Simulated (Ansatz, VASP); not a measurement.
**Two plane-wave programs on Au**

```
Au
1.0
     0.00000    2.04550    2.04550
     2.04550    0.00000    2.04550
     2.04550    2.04550    0.00000
Au
1
Direct
  0.00000 0.00000 0.00000
```

Alike in both runs: task single point; functional PBE; dispersion D3(BJ); k mesh 8 × 8 × 8; occupations gaussian, width 0.1 eV; no spin polarisation.

|  | VASP | Ansatz |
| --- | --- | --- |
| version | VASP 6.6.1 | Ansatz 0.2.0 |
| potentials or method | VASP PAW PBE potentials, release 64 (Au), cutoff 500 eV | scalar-relativistic, plane waves, PAW |
| valence electrons in the cell | 11 | 19 |

```tsv
	VASP	Ansatz	Ansatz less VASP
gap on the k mesh at the Fermi level (eV)	none	none	-
pressure (GPa)	2.1	2.4	+0.29
```

A gap of «none» marks a metal or a gap that the smearing closes. VASP's potentials hold 11 valence electrons a cell and Ansatz's 19, so a difference there can come from the potentials and not from the codes.

Neither program's run includes spin-orbit coupling.
